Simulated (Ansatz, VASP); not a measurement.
Os: VASP beside Ansatz

```xyz
1
Lattice="-1.4929 1.4929 1.4929 1.4929 -1.4929 1.4929 1.4929 1.4929 -1.4929" Properties=species:S:1:pos:R:3 pbc="T T T"
Os    0.0000    0.0000    0.0000
```

Change from the starting cell: volume scaled by 0.9, LAPW.

Alike in both runs: task single point; functional PBE; k mesh 17 × 17 × 17; occupations fermi-dirac, width 0.1 eV; no spin polarisation.

|  | VASP | Ansatz |
| --- | --- | --- |
| version | VASP 6.6.1 | Ansatz 0.2.0 |
| potentials or method | VASP PAW PBE potentials, release 64 (Os), cutoff 520 eV | all-electron LAPW, scalar-relativistic |

|  | VASP | Ansatz | Ansatz less VASP |
| --- | --- | --- | --- |
| pressure (GPa) | 48.8 | 47.3 | -1.51 |

Both programs put the cell under a high pressure, so it lies far from rest at this level. Ansatz ran all-electron here, and VASP with PAW potentials.

Neither program's run includes spin-orbit coupling.
